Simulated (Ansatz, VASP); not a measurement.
**One calculation of CaSe, two programs**

Contents of POSCAR:

```
CaSe
1.0
    3.6347849189      0.0000000000      0.0000000000
    0.0000000000      3.6347849189      0.0000000000
    0.0000000000      0.0000000000      3.6347849189
Ca Se
1 1
Direct
    0.0000000000      0.0000000000      0.0000000000
    0.5000000000      0.5000000000      0.5000000000
```

The input INCAR.step1:

```
PREC     = Accurate       # precision mode
ENCUT    = 520            # plane-wave cutoff, eV
EDIFF    = 1E-5           # SCF threshold, eV
ISMEAR   = 0              # smearing method
SIGMA    = 0.01           # smearing width, eV
LREAL    = False          # projectors in reciprocal space
LASPH    = True           # aspherical terms in the spheres
NELM     = 80             # most SCF steps
ALGO     = Normal         # electronic algorithm
ISIF     = 2              # what is computed and relaxed
LWAVE    = True           # write WAVECAR
LCHARG   = False          # write CHGCAR
NBANDS   = 15             # bands
GGA      = PE             # functional
```

File INCAR.step2:

```
PREC     = Accurate       # precision mode
ENCUT    = 520            # plane-wave cutoff, eV
EDIFF    = 1E-6           # SCF threshold, eV
ISMEAR   = 0              # smearing method
SIGMA    = 0.01           # smearing width, eV
LREAL    = False          # projectors in reciprocal space
LASPH    = True           # aspherical terms in the spheres
NELM     = 80             # most SCF steps
ALGO     = Normal         # electronic algorithm
ISIF     = 2              # what is computed and relaxed
LWAVE    = False          # write WAVECAR
LCHARG   = False          # write CHGCAR
GGA      = PE             # functional
LHFCALC  = True           # exact exchange
HFSCREEN = 0.2079         # screening, 1/A
PRECFOCK = Normal       
NBANDS   = 15             # bands
ISTART   = 1
```

File KPOINTS:

```
regular mesh
0
Gamma
  4 4 4
```

Input for Ansatz:

```yaml
crystal:
  lattice:
    - [3.6347849189, 0.0, 0.0]
    - [0.0, 3.6347849189, 0.0]
    - [0.0, 0.0, 3.6347849189]
  atoms:
    - { symbol: Ca, position: [0.0, 0.0, 0.0] }
    - { symbol: Se, position: [0.5, 0.5, 0.5] }
kpoints:
  mp_grid: { grid: [4, 4, 4] }
hamiltonian:
  xc: hse06
scf:
  occupations: { method: fixed }
  n_extra_bands: 4
output:
  forces: true
  stress: true
  eigenvalues: true
  write_density: true
  write_potential: true
  elf: true
  volumetric_format: npy
```

Alike in both runs: task single point; functional HSE06; k mesh 4 × 4 × 4; no spin polarisation.

|  | VASP | Ansatz |
| --- | --- | --- |
| version | VASP 6.6.1 | Ansatz 0.2.0 |
| potentials or method | VASP PAW PBE potentials, release 64 (Ca_sv, Se) | plane waves, PAW |
| plane-wave cutoff (eV) | 520 | 420 |
| occupations | gaussian, width 0.01 eV | fixed |
| valence electrons in the cell | 16 | 26 |

```tsv
	VASP	Ansatz	Ansatz less VASP
gap on the k mesh at the Fermi level (eV)	1.54	1.53	-0.014
pressure (GPa)	0.5	0.4	-0.04
```

VASP's potentials hold 16 valence electrons a cell and Ansatz's 26, so a difference there can come from the potentials and not from the codes. Ansatz's warnings: stress exchange threshold loose, stress scf threshold loose.

The k mesh is coarse, so the values compare programs but aren't converged.
